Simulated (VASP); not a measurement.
# SiC (P6_3mc) in VASP: settings compared, part 2 of 3

VASP 6.6.1.

### Step 3. Single point, r2SCAN

This run uses another cell than the first one, of 10.34 Å³/atom, 1.031 times its volume.

Input file POSCAR:

```
SiC
1.0
    3.0753564139      0.0000000000      0.0000000000
   -1.5376782070      2.6633367801      0.0000000000
    0.0000000000      0.0000000000      5.0481087282
Si C
2 2
Direct
    0.3333333333      0.6666666667      0.4995917720
    0.6666666667      0.3333333333      0.9995917720
    0.3333333333      0.6666666667      0.8754082280
    0.6666666667      0.3333333333      0.3754082280
```

Input file INCAR.step1:

```
ALGO = Normal
EDIFF = 1E-4
ENCUT = 520
GGA = PE
ISMEAR = 0
LASPH = True
LCHARG = False
LREAL = False
LWAVE = True
NBANDS = 16
NELM = 80
PREC = Accurate
SIGMA = 0.01
```

Input file INCAR.step2:

```
ALGO = Normal
EDIFF = 1E-6
ENCUT = 520
ISIF = 2
ISMEAR = 0
ISTART = 1
LASPH = True
LCHARG = False
LMIXTAU = True
LREAL = False
LWAVE = False
METAGGA = R2SCAN
NBANDS = 16
NELM = 80
PREC = Accurate
SIGMA = 0.01
```

Input file KPOINTS:

```
k-points
0
Gamma
  9 9 4
```

Potentials or basis: VASP PAW PBE potentials, release 64 (Si, C).

On the command line:

```bash
> cat potpaw_PBE.64/Si/POTCAR potpaw_PBE.64/C/POTCAR > POTCAR
> cp INCAR.step1 INCAR
> mpirun -np 1 vasp_std > vasp.out
> cp INCAR.step2 INCAR
> mpirun -np 1 vasp_std > vasp.out
```

OUTCAR:

```text
EDIFF = 1E-6
   ENCUT = 520
   ISIF = 2
   ISMEAR = 0
   ISTART = 1
   LASPH = True
   LREAL = False
   METAGGA = R2SCAN
   NELM = 80
   PREC = Accurate

 ion  position               nearest neighbor table
   1  0.333  0.667  0.500-   4 1.88   4 1.88   4 1.88   3 1.90   2 3.09   2 3.09   2 3.09   2 3.09
                             2 3.09   2 3.09
   2  0.667  0.333  1.000-   3 1.88   3 1.88   3 1.88   4 1.90   1 3.09   1 3.09   1 3.09   1 3.09
                             1 3.09   1 3.09
   3  0.333  0.667  0.875-   2 1.88   2 1.88   2 1.88   1 1.90
   4  0.667  0.333  0.375-   1 1.88   1 1.88   1 1.88   2 1.90

  LATTYP: Found a hexagonal cell.
 ALAT       =     3.0753564139
 C/A-ratio  =     1.6414711171

  Lattice vectors:

 A1 = (   3.0753564139,   0.0000000000,   0.0000000000)
 A2 = (  -1.5376782070,   2.6633367801,   0.0000000000)
 A3 = (   0.0000000000,   0.0000000000,   5.0481087282)

Analysis of symmetry for initial positions (statically):
=====================================================================
 Subroutine PRICEL returns:
 Original cell was already a primitive cell.

 Routine SETGRP: Setting up the symmetry group for a
 hexagonal supercell.

 Subroutine GETGRP returns: Found 12 space group operations
 (whereof  6 operations were pure point group operations)
 out of a pool of 24 trial point group operations.

The static configuration has the point symmetry C_3v.
 The point group associated with its full space group is C_6v.

Analysis of symmetry for dynamics (positions and initial velocities):
=====================================================================
 Subroutine PRICEL returns:
 Original cell was already a primitive cell.

 Routine SETGRP: Setting up the symmetry group for a
 hexagonal supercell.

[... 127 lines left out ...]
   IMIX   =      4    mixing-type and parameters
     AMIX     =   0.40;   BMIX     =  1.00
     AMIX_MAG =   1.60;   BMIX_MAG =  1.00
  volume/ion in A,a.u.               =      10.34        69.76
  Fermi-wavevector in a.u.,A,eV,Ry     =   1.192975  2.254396 19.363673  1.423190
  Thomas-Fermi vector in A             =   2.329001
   LORBIT       =      0    0 simple, 1 ext, 2 COOP (PROOUT), +10 PAW based schemes
   METAGGA = R2SCAN    functional components
   LHFCALC =     F    Hartree Fock is set to
   AEXX    =    0.0000 exact exchange contribution
   IVDW    =     0    specifies the selected vdW correction
   LEPSILON=     F    determine dielectric tensor
   LRPA    =     F    only Hartree local field effects (RPA)
 non-spin polarized calculation
 Gauss-broadening in eV      SIGMA  =   0.01
  energy-cutoff  :      520.00
  volume of cell :       41.35
 maximum number of plane-waves:      1124
 NGX is ok and might be reduce to    24
   NGX = 11   NGY = 11   NGZ = 19

 number of electron      16.0000000 magnetization

 Free energy of the ion-electron system (eV)
  ---------------------------------------------------
  ext. energy  EPLUGINS =         0.00000000
  ---------------------------------------------------
  free energy    TOTEN  =       -38.63803621 eV

  energy without entropy =      -38.63803621  energy(sigma->0) =      -38.63803621

 E-fermi :   8.2720     XC(G=0): -11.9291

 val. band max:        8.1454794528   @ k =   0.0000   0.0000   0.0000
 cond. band min:      10.8047697512   @ k =   0.3333   0.3333   0.0000
 fundamental gap:      2.6592902984
 Fermi energy:         8.2720006626

 k-point     1 :       0.0000    0.0000    0.0000
  band No.  band energies     occupation
      1      -8.2091      2.00000
      2      -4.5818      2.00000
      3      -0.8462      2.00000
      4       6.7600      2.00000
      5       6.7600      2.00000
      6       8.0327      2.00000
[... 433 lines left out ...]
      3       0.7657      2.00000
      4       0.7657      2.00000
      5       1.4804      2.00000
      6       3.4767      2.00000
[... 8 lines left out ...]
     15      20.9736      0.00000
     16      21.6612      0.00000

 [... further k-points ...]

------------------------ aborting loop because EDIFF is reached ----------------------------------------

  FORCE on cell =-STRESS in cart. coord.  units (eV):
  Direction    XX          YY          ZZ          XY          YZ          ZX
  --------------------------------------------------------------------------------------
  -------------------------------------------------------------------------------------
  Total       -0.0475028     -0.0475028     -0.0447369      0.0000000      0.0000000      0.0000000
  in kB       -1.8406855     -1.8406855     -1.7335094      0.0000000      0.0000000      0.0000000
  external PRESSURE =      -1.8049602 kB  Pullay stress =       0.0000000 kB

 VOLUME and BASIS-vectors are now :
 -----------------------------------------------------------------------------
  energy-cutoff  :      520.00
  volume of cell :       41.35
      direct lattice vectors                 reciprocal lattice vectors
     3.075356414  0.000000000  0.000000000     0.325165563  0.187734425  0.000000000
    -1.537678207  2.663336780  0.000000000     0.000000000  0.375468851  0.000000000
     0.000000000  0.000000000  5.048108728     0.000000000  0.000000000  0.198093990

 POSITION                                       TOTAL-FORCE (eV/Angst)
 -----------------------------------------------------------------------------------
     -0.00000      1.77556      2.52199        -0.000000      0.000000     -0.000182
      1.53768      0.88778      5.04605         0.000000      0.000000     -0.000182
     -0.00000      1.77556      4.41916         0.000000     -0.000000      0.000182
      1.53768      0.88778      1.89510         0.000000     -0.000000      0.000182
 -----------------------------------------------------------------------------------
    total drift:                               -0.000000     -0.000000      0.000375

  FREE ENERGIE OF THE ION-ELECTRON SYSTEM (eV)
  ---------------------------------------------------
  free  energy   TOTEN  =       -38.6380362146 eV

  energy  without entropy=      -38.6380362146  energy(sigma->0) =      -38.63803621
```

OUTCAR.step1:

```text
EDIFF = 1E-4
   ENCUT = 520
   GGA = PE
   ISMEAR = 0
[... 690 lines left out ...]
     -0.00000      1.77556      2.52199        -0.000000      0.000000      0.001561
      1.53768      0.88778      5.04605         0.000000     -0.000000      0.001561
     -0.00000      1.77556      4.41916        -0.000000      0.000000     -0.001561
      1.53768      0.88778      1.89510         0.000000     -0.000000     -0.001561
 -----------------------------------------------------------------------------------
    total drift:                               -0.000000     -0.000000      0.000115

  FREE ENERGIE OF THE ION-ELECTRON SYSTEM (eV)
  ---------------------------------------------------
  free  energy   TOTEN  =       -30.1032533312 eV

  energy  without entropy=      -30.1032533312  energy(sigma->0) =      -30.10325333
```

OSZICAR.step1:

```text
N       E                     dE             d eps       ncg     rms          rms(c)
DAV:   1     0.231639677984E+02    0.23164E+02   -0.71874E+03  1152   0.903E+02
DAV:   2    -0.314316504104E+02   -0.54596E+02   -0.50467E+02  1632   0.156E+02
DAV:   3    -0.338139172070E+02   -0.23823E+01   -0.23732E+01  1576   0.295E+01
DAV:   4    -0.338313781908E+02   -0.17461E-01   -0.17458E-01  1376   0.309E+00
DAV:   5    -0.338315519644E+02   -0.17377E-03   -0.17377E-03  1528   0.291E-01    0.125E+01
DAV:   6    -0.301919456869E+02    0.36396E+01   -0.65145E+00  1456   0.157E+01    0.563E+00
DAV:   7    -0.301212290380E+02    0.70717E-01   -0.11143E+00  1608   0.616E+00    0.248E+00
DAV:   8    -0.301045086574E+02    0.16720E-01   -0.46796E-02  1280   0.139E+00    0.630E-01
DAV:   9    -0.301029148520E+02    0.15938E-02   -0.75584E-03  1480   0.590E-01    0.122E-01
DAV:  10    -0.301032274245E+02   -0.31257E-03   -0.10123E-03  1376   0.184E-01    0.571E-02
DAV:  11    -0.301032533312E+02   -0.25907E-04   -0.83733E-05   960   0.690E-02
   1 F= -.30103253E+02 E0= -.30103253E+02  d E =-.270025E-15
```

Wall time 64 s (1 thread of Intel Xeon Platinum 8259CL at 2.50GHz (Skylake/Cascade Lake), shared host); peak memory 0.16 GiB.

Results:

| Quantity | Value |
| --- | --- |
| Free energy | -38.6380 eV |
| Pressure | -0.2 GPa |
| Band gap on the k mesh | 2.66 eV, indirect (least direct gap 4.52 eV) |

Caveat: the PAW data sets were made with another functional, which shifts forces and pressure a little. A k mesh can miss the band edges.

### Step 4. Single point, r2SCAN (volume changed by +3%)

Input file POSCAR:

```
SiC
1.0
    3.1058074677      0.0000000000      0.0000000000
   -1.5529037338      2.6897081663      0.0000000000
    0.0000000000      0.0000000000      5.0980932534
Si C
2 2
Direct
    0.3333333333      0.6666666667      0.4995917720
    0.6666666667      0.3333333333      0.9995917720
    0.3333333333      0.6666666667      0.8754082280
    0.6666666667      0.3333333333      0.3754082280
```

Input file INCAR.step1:

```
SYSTEM = SiC
PREC = Accurate
ENCUT = 520
ISMEAR = 0
SIGMA = 0.01
LREAL = .False.
LASPH = .True.
NELM = 60
NBANDS = 16
GGA = PE
ALGO = Normal
EDIFF = 1E-4
LWAVE = .True.
LCHARG = .False.
```

Input file INCAR.step2:

```
SYSTEM = SiC
PREC = Accurate
ENCUT = 520
EDIFF = 1E-7
ISMEAR = 0
SIGMA = 0.01
LREAL = .False.
LASPH = .True.
NELM = 60
ALGO = Normal
ISIF = 2
LWAVE = .False.
LCHARG = .True.
METAGGA = R2SCAN
LMIXTAU = .True.
LELF = .True.
LVHAR = .True.
NBANDS = 16
ISTART = 1
```

Input file KPOINTS:

```
regular mesh
0
Gamma
  9 9 4
  0 0 0
```

On the command line:

```bash
> cat potpaw_PBE.64/Si/POTCAR potpaw_PBE.64/C/POTCAR > POTCAR
> cp INCAR.step1 INCAR
> mpirun -np 1 vasp_std > vasp.out
> cp INCAR.step2 INCAR
> mpirun -np 1 vasp_std > vasp.out
```

Run time: 95 s. Hardware: 1 thread of Intel Xeon Platinum 8259CL at 2.50GHz (Skylake/Cascade Lake), shared host; peak memory 0.16 GiB.

It converged, with:

```yaml
Free_energy: -38.6119 eV
Pressure: -6.5 GPa
Largest_force: 0.005 eV/Å
Band_gap_on_the_k_mesh: 2.70 eV, indirect (least direct gap 4.45 eV)
```

Forces in eV/Å, atoms in the order of the input:
```
Si   0.000  0.000 -0.005
Si   0.000  0.000 -0.005
C    0.000  0.000  0.005
C    0.000  0.000  0.005
```

Stress tensor (GPa, compression positive):
```
-6.58  0.00  0.00
 0.00 -6.58  0.00
 0.00  0.00 -6.40
```

Levels at points of the mesh, in eV from the valence-band top:
```
           k point  band 4  band 5  band 6  band 7  band 8  band 9  band 10  band 11  band 12  band 13
(0.00, 0.00, 0.00)   -1.37   -1.37   -0.11    0.00    0.00    5.11     6.44     7.00     7.00     8.07
(0.00, 0.00, 0.50)   -4.57   -0.74   -0.74   -0.74   -0.74    6.22     6.22     7.72     7.72     7.72
```

Caveat: the cell differs from its parent crystal (volume changed by +3%); the PAW data sets were made with another functional, which shifts forces and pressure a little.

### Step 5. Single point, r2SCAN (volume changed by +6%)

Input file POSCAR:

```
SiC
1.0
    3.1356728331      0.0000000000      0.0000000000
   -1.5678364166      2.7155723315      0.0000000000
    0.0000000000      0.0000000000      5.1471163882
Si C
2 2
Direct
    0.3333333333      0.6666666667      0.4995917720
    0.6666666667      0.3333333333      0.9995917720
    0.3333333333      0.6666666667      0.8754082280
    0.6666666667      0.3333333333      0.3754082280
```

Input file INCAR.step1:

```
ALGO = Normal ; EDIFF = 1E-4
ENCUT = 520 ; GGA = PE
ISMEAR = 0 ; LASPH = T
LCHARG = F ; LREAL = F
LWAVE = T ; NBANDS = 16
NELM = 80 ; PREC = Accurate
SIGMA = 0.01
```

Input file INCAR.step2:

```
ALGO = Normal ; EDIFF = 1E-7
ENCUT = 520 ; ISIF = 2
ISMEAR = 0 ; ISTART = 1
LASPH = T ; LCHARG = F
LMIXTAU = T ; LREAL = F
LWAVE = F ; METAGGA = R2SCAN
NBANDS = 16 ; NELM = 80
PREC = Accurate ; SIGMA = 0.01
```

Input file KPOINTS:

```
k-points
0
Gamma
  9 9 4
```

Potentials or basis: VASP PAW PBE potentials, release 64 (Si, C).

On the command line:

```bash
> cat potpaw_PBE.64/Si/POTCAR potpaw_PBE.64/C/POTCAR > POTCAR
> cp INCAR.step1 INCAR
> mpirun -np 1 vasp_std > vasp.out
> cp INCAR.step2 INCAR
> mpirun -np 1 vasp_std > vasp.out
```

OUTCAR:

```text
EDIFF = 1E-7
   ENCUT = 520
   ISIF = 2
   ISMEAR = 0
   ISTART = 1
   LASPH = T
   LREAL = F
   METAGGA = R2SCAN
   NELM = 80
   PREC = Accurate

 ion  position               nearest neighbor table
   1  0.333  0.667  0.500-   4 1.92   4 1.92   4 1.92   3 1.93   2 3.15   2 3.15   2 3.15   2 3.15
                             2 3.15   2 3.15
   2  0.667  0.333  1.000-   3 1.92   3 1.92   3 1.92   4 1.93   1 3.15   1 3.15   1 3.15   1 3.15
                             1 3.15   1 3.15
[... 663 lines left out ...]
  --------------------------------------------------------------------------------------
  -------------------------------------------------------------------------------------
  Total       -3.3083175     -3.3083175     -3.2193501      0.0000000      0.0000000      0.0000000
  in kB     -120.9376883   -120.9376883   -117.6854272      0.0000000      0.0000000      0.0000000
  external PRESSURE =    -119.8536013 kB  Pullay stress =       0.0000000 kB

 VOLUME and BASIS-vectors are now :
 -----------------------------------------------------------------------------
  energy-cutoff  :      520.00
  volume of cell :       43.83
      direct lattice vectors                 reciprocal lattice vectors
     3.135672833  0.000000000  0.000000000     0.318910822  0.184123249  0.000000000
    -1.567836417  2.715572332  0.000000000     0.000000000  0.368246498  0.000000000
     0.000000000  0.000000000  5.147116388     0.000000000  0.000000000  0.194283541

 POSITION                                       TOTAL-FORCE (eV/Angst)
 -----------------------------------------------------------------------------------
     -0.00000      1.81038      2.57146         0.000000     -0.000000     -0.009792
      1.56784      0.90519      5.14502        -0.000000     -0.000000     -0.009792
     -0.00000      1.81038      4.50583        -0.000000      0.000000      0.009792
      1.56784      0.90519      1.93227         0.000000      0.000000      0.009792
 -----------------------------------------------------------------------------------
    total drift:                                0.000000      0.000000      0.000389

  FREE ENERGIE OF THE ION-ELECTRON SYSTEM (eV)
  ---------------------------------------------------
  free  energy   TOTEN  =       -38.5401912371 eV

  energy  without entropy=      -38.5401912371  energy(sigma->0) =      -38.54019124
```

Run time: 80 s. Hardware: 1 thread of Intel Xeon Platinum 8259CL at 2.50GHz (Skylake/Cascade Lake), shared host; peak memory 0.16 GiB.

What came out:

```
Free energy            : -38.5402 eV
Pressure               : -12.0 GPa
Largest force          : 0.010 eV/Å
Band gap on the k mesh : 2.74 eV, indirect (least direct gap 4.38 eV)
```

Forces in eV/Å, atoms in the order of the input:
```
Si   0.000  0.000 -0.010
Si   0.000  0.000 -0.010
C    0.000  0.000  0.010
C    0.000  0.000  0.010
```

Caveat: the cell differs from its parent crystal (volume changed by +6%); the PAW data sets were made with another functional, which shifts forces and pressure a little. A k mesh can miss the band edges.

### Step 6. Single point, PBE

This run uses another cell than the first one, of 10.34 Å³/atom, 1.031 times its volume.

Input file INCAR:

```
PREC = Accurate
ENCUT = 520
EDIFF = 1E-7
ISMEAR = 0
SIGMA = 0.01
LREAL = F
LASPH = T
NELM = 100
ALGO = Normal
ISIF = 2
LWAVE = F
LCHARG = F
GGA = PE
NBANDS = 16
```

Input file KPOINTS:

```
regular mesh
0
Gamma
  12 12 6
```

Input file POSCAR:

```
SiC
1.0
    3.0753564139      0.0000000000      0.0000000000
   -1.5376782070      2.6633367801      0.0000000000
    0.0000000000      0.0000000000      5.0481087282
Si C
2 2
Direct
    0.3333333333      0.6666666667      0.4995917720
    0.6666666667      0.3333333333      0.9995917720
    0.3333333333      0.6666666667      0.8754082280
    0.6666666667      0.3333333333      0.3754082280
```

Potentials or basis: VASP PAW PBE potentials, release 64 (Si, C).

On the command line:

```bash
> cat potpaw_PBE.64/Si/POTCAR potpaw_PBE.64/C/POTCAR > POTCAR
> mpirun -np 1 vasp_std > vasp.out
```

Wall time 32 s (1 thread of Intel Xeon Platinum 8259CL at 2.50GHz (Skylake/Cascade Lake), shared host); peak memory 0.18 GiB.

The run converged. Its results:

```yaml
Free_energy: -30.1031 eV
Pressure: 3.5 GPa
Largest_force: 0.003 eV/Å
Band_gap_on_the_k_mesh: 2.27 eV, indirect (least direct gap 3.97 eV)
```

Forces in eV/Å, atoms in the order of the input:
```
Si   0.000  0.000  0.003
Si   0.000  0.000  0.003
C    0.000  0.000 -0.003
C    0.000  0.000 -0.003
```

Stress tensor (GPa, compression positive):
```
3.51 0.00 0.00
0.00 3.51 0.00
0.00 0.00 3.34
```

Levels at points of the mesh, in eV from the valence-band top:
```csv
k point,band 5,band 6,band 7,band 8,band 9,band 10,band 11,band 12
"(0.00, 0.00, 0.00)",-1.32,-0.11,0.00,0.00,4.81,6.21,6.67,6.67
"(0.50, 0.00, 0.00)",-5.43,-3.32,-3.29,-1.20,2.78,4.22,6.88,7.13
"(0.00, 0.00, 0.50)",-0.71,-0.71,-0.71,-0.71,5.90,5.90,7.35,7.35
"(0.50, 0.00, 0.50)",-2.44,-2.44,-2.33,-2.33,3.29,3.29,5.26,5.26
```

A k mesh can miss the band edges.

(Continued in part 3 of 3.)
